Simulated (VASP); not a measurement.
# NaF (Fm-3m) in VASP: single point with r2SCAN

Aim: the single point of NaF with r2SCAN.

Everything below comes from runs of VASP 6.6.1. Logs are shortened: lines on timing, memory, paths and dates and some standing lists are left out, and cuts for length are marked.

## 1. The cell of the first run

The structure is cubic, space group Fm-3m (No. 225). The conventional cell has a = 4.501 Å, b = 4.501 Å, c = 4.501 Å, α = 90.00°, β = 90.00°, γ = 90.00°. Na (site symmetry m-3m) has 6 F at 2.25 Å within 3.0 Å. F (site symmetry m-3m) has 6 Na at 2.25 Å within 3.0 Å.

## 2. Single point, r2SCAN (11.40 Å³/atom)

POSCAR

```
NaF
1.0
    0.0000000000      2.2503461397      2.2503461397
    2.2503461397      0.0000000000      2.2503461397
    2.2503461397      2.2503461397      0.0000000000
Na F
1 1
Direct
    0.0000000000      0.0000000000      0.0000000000
    0.5000000000      0.5000000000      0.5000000000
```

INCAR.step1

```
PREC = Accurate ; ENCUT = 1250
ISMEAR = 0 ; SIGMA = 0.01
LREAL = False ; LASPH = True
NELM = 120 ; NBANDS = 15
GGA = PE ; ALGO = Normal
EDIFF = 1E-5 ; LWAVE = True
LCHARG = False ; GGA_COMPAT = False
```

INCAR.step2

```
PREC = Accurate ; ENCUT = 1250
EDIFF = 1E-6 ; ISMEAR = 0
SIGMA = 0.01 ; LREAL = False
LASPH = True ; NELM = 120
ALGO = Normal ; ISIF = 2
LWAVE = False ; LCHARG = True
METAGGA = R2SCAN ; LMIXTAU = True
LELF = True ; LVHAR = True
NBANDS = 15 ; ISTART = 1
GGA_COMPAT = False
```

KPOINTS

```
regular mesh
0
Gamma
  8 8 8
```

Potentials or basis: VASP PAW PBE potentials, release 64 (Na_sv, F).

Started as:

```
> cat potpaw_PBE.64/Na_sv/POTCAR potpaw_PBE.64/F/POTCAR > POTCAR
> cp INCAR.step1 INCAR
> mpirun -np 1 vasp_std > vasp.out
> cp INCAR.step2 INCAR
> mpirun -np 1 vasp_std > vasp.out
```

OUTCAR:

```text
PREC = Accurate
   ENCUT = 1250
   EDIFF = 1E-6
   ISMEAR = 0
   LREAL = False
   LASPH = True
   NELM = 120
   ISIF = 2
   METAGGA = R2SCAN
   ISTART = 1

 ion  position               nearest neighbor table
   1  0.000  0.000  0.000-
   2  0.500  0.500  0.500-

  LATTYP: Found a face centered cubic cell.
 ALAT       =     4.5006922794

  Lattice vectors:

 A1 = (   0.0000000000,   2.2503461397,   2.2503461397)
 A2 = (   2.2503461397,   0.0000000000,   2.2503461397)
 A3 = (   2.2503461397,   2.2503461397,   0.0000000000)

Analysis of symmetry for initial positions (statically):
=====================================================================
 Subroutine PRICEL returns:
 Original cell was already a primitive cell.

 Routine SETGRP: Setting up the symmetry group for a
 face centered cubic supercell.

 Subroutine GETGRP returns: Found 48 space group operations
 (whereof 48 operations were pure point group operations)
 out of a pool of 48 trial point group operations.

The static configuration has the point symmetry O_h .

Analysis of symmetry for dynamics (positions and initial velocities):
=====================================================================
 Subroutine PRICEL returns:
 Original cell was already a primitive cell.

 Routine SETGRP: Setting up the symmetry group for a
 face centered cubic supercell.

 Subroutine GETGRP returns: Found 48 space group operations
 (whereof 48 operations were pure point group operations)
 out of a pool of 48 trial point group operations.

The dynamic configuration has the point symmetry O_h .

 Subroutine INISYM returns: Found 48 space group operations
 (whereof 48 operations are pure point group operations),
 and found     1 'primitive' translations

----------------------------------------------------------------------------------------

                                     Primitive cell

  volume of cell :      22.7918

  direct lattice vectors                    reciprocal lattice vectors
     0.000000000  2.250346140  2.250346140    -0.222188041  0.222188041  0.222188041
     2.250346140  0.000000000  2.250346140     0.222188041 -0.222188041  0.222188041
     2.250346140  2.250346140  0.000000000     0.222188041  0.222188041 -0.222188041

  length of vectors
     3.182470031  3.182470031  3.182470031     0.384840976  0.384840976  0.384840976

  position of ions in fractional coordinates (direct lattice)
     0.000000000  0.000000000  0.000000000
     0.500000000  0.500000000  0.500000000

  ion indices of the primitive-cell ions
   primitive index   ion index
                 1           1
                 2           2

----------------------------------------------------------------------------------------

 KPOINTS: regular mesh

Automatic generation of k-mesh.
 Grid dimensions read from file:
 generate k-points for:    8    8    8

 Generating k-lattice:

  Cartesian coordinates                     Fractional coordinates (reciprocal lattice)
    -0.027773505  0.027773505  0.027773505     0.125000000  0.000000000  0.000000000
     0.027773505 -0.027773505  0.027773505     0.000000000  0.125000000  0.000000000
     0.027773505  0.027773505 -0.027773505     0.000000000  0.000000000  0.125000000

  Length of vectors
     0.048105122  0.048105122  0.048105122

  Shift w.r.t. Gamma in fractional coordinates (k-lattice)
     0.000000000  0.000000000  0.000000000

 Subroutine IBZKPT returns following result:
 ===========================================

 Found     29 irreducible k-points:

 Following reciprocal coordinates:
            Coordinates               Weight
  0.000000  0.000000  0.000000      1.000000
  0.125000  0.000000  0.000000      8.000000
  0.250000  0.000000  0.000000      8.000000
  0.375000  0.000000  0.000000      8.000000
  0.500000  0.000000  0.000000      4.000000
  0.125000  0.125000  0.000000      6.000000
[... 16 lines left out ...]
  0.500000  0.250000  0.125000     48.000000
 -0.375000  0.250000  0.125000     24.000000
 [... further k-points ...]
   k-points           NKPTS =     29   k-points in BZ     NKDIM =     29   number of bands    NBANDS=     15
   number of dos      NEDOS =    301   number of ions     NIONS =      2
   total plane-waves  NPLWV =  64000
   dimension x,y,z NGX =    40 NGY =   40 NGZ =   40
   dimension x,y,z NGXF=    80 NGYF=   80 NGZF=   80
   ions per type =               1   1
   NGX,Y,Z   is equivalent  to a cutoff of  20.90, 20.90, 20.90 a.u.
   NGXF,Y,Z  is equivalent  to a cutoff of  41.79, 41.79, 41.79 a.u.
 SYSTEM =  unknown system
   PREC   = accura    normal or accurate (medium, high low for compatibility)
   ISTART =      1    job   : 0-new  1-cont  2-samecut
   ICHARG =      0    charge: 1-file 2-atom 10-const
   ISPIN  =      1    spin polarized calculation?
   LNONCOLLINEAR =      F non collinear calculations
   LSORBIT =      F    spin-orbit coupling
   LASPH  =      T    aspherical Exc in radial PAW
   ENCUT  = 1250.0 eV  91.87 Ry    9.59 a.u.   9.17  9.17  9.17*2*pi/ulx,y,z
   NELM   =    120;   NELMIN=  2; NELMDL=  0     # of ELM steps
   EDIFF  = 0.1E-05   stopping-criterion for ELM
   LREAL  =      F    real-space projection
   EDIFFG = 0.1E-04   stopping-criterion for IOM
   NSW    =      0    number of steps for IOM
   IBRION =     -1    ionic relax: 0-MD 1-quasi-New 2-CG
   NFREE  =      0    steps in history (QN), initial steepest desc. (CG)
   ISIF   =      2    stress and relaxation
   ISYM   =      2    0-nonsym 1-usesym 2-fastsym
   POTIM  = 0.5000    time-step for ionic-motion
   TEBEG  =    0.0;   TEEND  =   0.0 temperature during run
   PSTRESS=    0.0 pullay stress
   NELECT =      16.0000    total number of electrons
   NUPDOWN=      -1.0000    fix difference up-down
   EMIN   =  10.00;   EMAX   =-10.00  energy-range for DOS
   EFERMI =   0.00;   METHOD = LEGACY
   ISMEAR =     0;   SIGMA  =   0.01  broadening in eV -4-tet -1-fermi 0-gaus
   EFERMI_NEDOS =   21; number of points for ismear=-14 and -15
   IALGO  =     38    algorithm
   IMIX   =      4    mixing-type and parameters
     AMIX     =   0.40;   BMIX     =  1.00
     AMIX_MAG =   1.60;   BMIX_MAG =  1.00
  volume/ion in A,a.u.               =      11.40        76.90
  Fermi-wavevector in a.u.,A,eV,Ry     =   1.454975  2.749504 28.802880  2.116952
  Thomas-Fermi vector in A             =   2.572063
   LORBIT       =      0    0 simple, 1 ext, 2 COOP (PROOUT), +10 PAW based schemes
   METAGGA = R2SCAN    functional components
   LHFCALC =     F    Hartree Fock is set to
   AEXX    =    0.0000 exact exchange contribution
   IVDW    =     0    specifies the selected vdW correction
   LEPSILON=     F    determine dielectric tensor
   LRPA    =     F    only Hartree local field effects (RPA)
 non-spin polarized calculation
 Gauss-broadening in eV      SIGMA  =   0.01
  energy-cutoff  :     1250.00
  volume of cell :       22.79
 maximum number of plane-waves:      2303
 NGX is ok and might be reduce to    40
   NGX = 19   NGY = 19   NGZ = 19

 number of electron      15.9999998 magnetization

 Free energy of the ion-electron system (eV)
  ---------------------------------------------------
  ext. energy  EPLUGINS =         0.00000000
  ---------------------------------------------------
  free energy    TOTEN  =       -12.55168956 eV

  energy without entropy =      -12.55168956  energy(sigma->0) =      -12.55168956

 E-fermi :  -1.8312     XC(G=0): -10.0152

 val. band max:       -1.9080798794   @ k =   0.0000   0.0000   0.0000
 cond. band min:       5.7413602018   @ k =   0.0000   0.0000   0.0000
 fundamental gap:      7.6494400811
 Fermi energy:        -1.8311587249

 k-point     1 :       0.0000    0.0000    0.0000
  band No.  band energies     occupation
      1     -50.7567      2.00000
      2     -22.3483      2.00000
      3     -21.1229      2.00000
      4     -21.1229      2.00000
      5     -21.1229      2.00000
      6      -1.9081      2.00000
      7      -1.9081      2.00000
      8      -1.9081      2.00000
      9       5.7414      0.00000
     10      18.8284      0.00000
     11      18.8284      0.00000
     12      18.8284      0.00000
     13      21.4488      0.00000
     14      24.5724      0.00000
     15      24.5724      0.00000

 k-point     2 :       0.1250    0.0000    0.0000
  band No.  band energies     occupation
      1     -50.7540      2.00000
      2     -22.4228      2.00000
      3     -21.1249      2.00000
      4     -21.1249      2.00000
      5     -21.0260      2.00000
      6      -2.2251      2.00000
      7      -1.9532      2.00000
      8      -1.9532      2.00000
      9       6.3195      0.00000
     10      16.9015      0.00000
     11      19.1186      0.00000
     12      19.1186      0.00000
     13      23.7436      0.00000
     14      24.0351      0.00000
     15      24.0351      0.00000

 k-point     3 :       0.2500    0.0000    0.0000
  band No.  band energies     occupation
      1     -50.7476      2.00000
      2     -22.5696      2.00000
      3     -21.1297      2.00000
      4     -21.1297      2.00000
      5     -20.8240      2.00000
      6      -2.8842      2.00000
      7      -2.0607      2.00000
      8      -2.0607      2.00000
      9       7.7152      0.00000
     10      14.7646      0.00000
     11      19.8014      0.00000
     12      19.8014      0.00000
     13      23.3521      0.00000
     14      23.3521      0.00000
     15      25.1525      0.00000
[... 343 lines left out ...]
 k-point    23 :       0.5000    0.2500    0.1250
  band No.  band energies     occupation
      1     -50.7379      2.00000
      2     -22.5461      2.00000
      3     -21.1882      2.00000
      4     -21.1525      2.00000
      5     -20.7595      2.00000
      6      -3.2705      2.00000
      7      -2.4681      2.00000
      8      -2.2533      2.00000
      9      10.3301      0.00000
     10      13.1563      0.00000
     11      17.7919      0.00000
     12      19.7006      0.00000
     13      21.8719      0.00000
     14      24.2336      0.00000
     15      28.8761      0.00000

 k-point    24 :      -0.3750    0.2500    0.1250
  band No.  band energies     occupation
      1     -50.7358      2.00000
      2     -22.5517      2.00000
      3     -21.1917      2.00000
      4     -21.1624      2.00000
      5     -20.7357      2.00000
      6      -3.3519      2.00000
      7      -2.5566      2.00000
      8      -2.2961      2.00000
      9      11.3495      0.00000
     10      12.4983      0.00000
     11      17.4569      0.00000
     12      19.3837      0.00000
     13      22.5508      0.00000
     14      23.7829      0.00000
     15      29.0735      0.00000

 [... further k-points ...]

------------------------ aborting loop because EDIFF is reached ----------------------------------------

  FORCE on cell =-STRESS in cart. coord.  units (eV):
  Direction    XX          YY          ZZ          XY          YZ          ZX
  --------------------------------------------------------------------------------------
  -------------------------------------------------------------------------------------
  Total        0.5543261      0.5543261      0.5543261      0.0000000      0.0000000      0.0000000
  in kB       38.9670904     38.9670904     38.9670904      0.0000000      0.0000000      0.0000000
  external PRESSURE =      38.9670904 kB  Pullay stress =       0.0000000 kB

 VOLUME and BASIS-vectors are now :
 -----------------------------------------------------------------------------
  energy-cutoff  :     1250.00
  volume of cell :       22.79
      direct lattice vectors                 reciprocal lattice vectors
     0.000000000  2.250346140  2.250346140    -0.222188041  0.222188041  0.222188041
     2.250346140  0.000000000  2.250346140     0.222188041 -0.222188041  0.222188041
     2.250346140  2.250346140  0.000000000     0.222188041  0.222188041 -0.222188041

 POSITION                                       TOTAL-FORCE (eV/Angst)
 -----------------------------------------------------------------------------------
      0.00000      0.00000      0.00000         0.000000      0.000000      0.000000
      2.25035      2.25035      2.25035         0.000000     -0.000000      0.000000
 -----------------------------------------------------------------------------------
    total drift:                                0.000000     -0.000000      0.000000

  FREE ENERGIE OF THE ION-ELECTRON SYSTEM (eV)
  ---------------------------------------------------
  free  energy   TOTEN  =       -12.5516895616 eV

  energy  without entropy=      -12.5516895616  energy(sigma->0) =      -12.55168956
```

It took 55 s on 1 thread of Intel Xeon 6975P-C (Granite Rapids), shared host; peak memory 0.25 GiB.

Results:

* Free energy: -12.5517 eV
* Pressure: 3.9 GPa
* Band gap on the k mesh: 7.65 eV

Levels at points of the mesh, in eV from the valence-band top:
```csv
k point,band 5,band 6,band 7,band 8,band 9,band 10,band 11,band 12
"(0.00, 0.00, 0.00)",-19.21,0.00,0.00,0.00,7.65,20.74,20.74,20.74
"(0.50, 0.00, 0.00)",-18.67,-1.75,-0.30,-0.30,12.19,14.24,22.37,22.37
"(0.50, 0.50, 0.00)",-19.28,-1.41,-0.45,-0.45,14.42,14.84,15.75,22.29
```

Caveat: the cell stands under pressure; the PAW data sets were made with another functional, which shifts forces and pressure a little.
